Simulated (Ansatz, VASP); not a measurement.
**NaI in VASP and in Ansatz**

File POSCAR:

```
NaI
1.0
   -2.2145130000      2.2145130000      8.4474097200
    2.2145130000     -2.2145130000      8.4474097200
    2.2145130000      2.2145130000     -8.4474097200
Na I
2 2
Direct
    0.2500000000      0.7500000000      0.5000000000
    0.5000000000      0.5000000000      0.0000000000
    0.7500000000      0.2500000000      0.5000000000
    0.0000000000      0.0000000000      0.0000000000
```

Contents of INCAR.step1:

```
SYSTEM = NaI
PREC = Accurate
ENCUT = 520
ISMEAR = -1
SIGMA = 0.02
LREAL = .FALSE.
LASPH = .TRUE.
NELM = 100
NBANDS = 22
GGA = PE
ALGO = Normal
EDIFF = 1E-4
LWAVE = .TRUE.
LCHARG = .FALSE.
```

The input INCAR.step2:

```
SYSTEM = NaI
PREC = Accurate
ENCUT = 520
EDIFF = 1E-6
ISMEAR = -1
SIGMA = 0.02
LREAL = .FALSE.
LASPH = .TRUE.
NELM = 100
ALGO = Normal
ISIF = 2
LWAVE = .FALSE.
LCHARG = .TRUE.
METAGGA = R2SCAN
LMIXTAU = .TRUE.
LELF = .TRUE.
LVHAR = .TRUE.
NBANDS = 22
ISTART = 1
```

Contents of KPOINTS:

```
regular mesh
0
G
  6 6 6
  0 0 0
```

Input for Ansatz:

```yaml
crystal:
  lattice:
    - [-2.214513, 2.214513, 8.447409720000001]
    - [2.214513, -2.214513, 8.447409720000001]
    - [2.214513, 2.214513, -8.447409720000001]
  atoms:
    - { symbol: Na, position: [0.25, 0.75, 0.5] }
    - { symbol: Na, position: [0.5, 0.5, 0.0] }
    - { symbol: I, position: [0.75, 0.25, 0.5] }
    - { symbol: I, position: [0.0, 0.0, 0.0] }
basis:
  ecutwfc: 520.0
kpoints:
  mp_grid:
    grid: [6, 6, 6]
hamiltonian:
  xc: r2scan
scf:
  occupations:
    method: fermi_dirac
    width: 0.02
output:
  stress: true
```

Alike in both runs: task single point; functional r2SCAN; k mesh 6 × 6 × 6; occupations fermi-dirac, width 0.02 eV; no spin polarisation.

|  | VASP | Ansatz |
| --- | --- | --- |
| version | VASP 6.6.1 | Ansatz 0.2.0 |
| potentials or method | VASP PAW PBE potentials, release 64 (Na_pv, I), cutoff 520 eV | plane waves, PAW |
| valence electrons in the cell | 28 | 52 |

Ansatz gave:

- pressure (GPa): -0.3
- traceless stress, the component that is largest in VASP (GPa): 0.04

Problem. Estimate VASP's values.

Solution. Pressure (GPa): -0.3; traceless stress, the component that is largest in VASP (GPa): 0.09.

VASP's potentials were made for PBE, not for r2SCAN. VASP's potentials hold 28 valence electrons a cell and Ansatz's 52, so a difference there can come from the potentials and not from the codes.

Spin-orbit coupling is off throughout.
